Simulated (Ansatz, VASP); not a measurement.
# Two plane-wave programs on SiC

The input POSCAR:

```
SiC
1.0
    0.0000000000      2.1781449855      2.1781449855
    2.1781449855      0.0000000000      2.1781449855
    2.1781449855      2.1781449855      0.0000000000
Si C
1 1
Direct
    0.0000000000      0.0000000000      0.0000000000
    0.8188659391      0.8188659391      0.5837429158
```

The input INCAR.step1:

```
SYSTEM = SiC
  PREC = Accurate
  ENCUT = 520
  ISMEAR = 0
  SIGMA = 0.05
  LREAL = .False.
  LASPH = .True.
  NELM = 100
  NBANDS = 11
  GGA = PE
  ALGO = Normal
  EDIFF = 1E-4
  LWAVE = .True.
  LCHARG = .False.
```

The input INCAR.step2:

```
SYSTEM = SiC
  PREC = Accurate
  ENCUT = 520
  EDIFF = 1E-7
  ISMEAR = 0
  SIGMA = 0.05
  LREAL = .False.
  LASPH = .True.
  NELM = 100
  ALGO = Normal
  ISIF = 2
  LWAVE = .False.
  LCHARG = .True.
  METAGGA = R2SCAN
  LMIXTAU = .True.
  LELF = .True.
  LVHAR = .True.
  NBANDS = 11
  ISTART = 1
```

KPOINTS

```
Automatic mesh
0
Gamma
  10 10 10
  0 0 0
```

Input for Ansatz:

```yaml
crystal:
  lattice:
    - [0.0, 2.1781449855, 2.1781449855]
    - [2.1781449855, 0.0, 2.1781449855]
    - [2.1781449855, 2.1781449855, 0.0]
  atoms:
    - { symbol: Si, position: [0.0, 0.0, 0.0] }
    - { symbol: C, position: [0.8188659391, 0.8188659391, 0.5837429158] }
basis:
  ecutwfc: 500
kpoints:
  mp_grid: { grid: [10, 10, 10] }
hamiltonian:
  xc: r2scan
scf:
  occupations: { method: gaussian, width: 0.05 }
output:
  forces: true
  stress: true
  eigenvalues: true
```

Alike in both runs: task single point; functional r2SCAN; k mesh 10 × 10 × 10; occupations gaussian, width 0.05 eV; no spin polarisation.

|  | VASP | Ansatz |
| --- | --- | --- |
| version | VASP 6.6.1 | Ansatz 0.2.0 |
| potentials or method | VASP PAW PBE potentials, release 64 (Si, C), cutoff 520 eV | scalar-relativistic, plane waves, PAW |
| valence electrons in the cell | 8 | 8 |

```csv
,VASP,Ansatz,Ansatz less VASP
gap on the k mesh at the Fermi level (eV),0.43,0.43,0.000
least direct gap on the mesh (eV),4.18,4.17,-0.010
rms of the force components (eV/Å),10.855,10.968,+0.1133
```

VASP's potentials were made for PBE, not for r2SCAN. Atom by atom the forces differ by 0.113 eV/Å (rms over components).
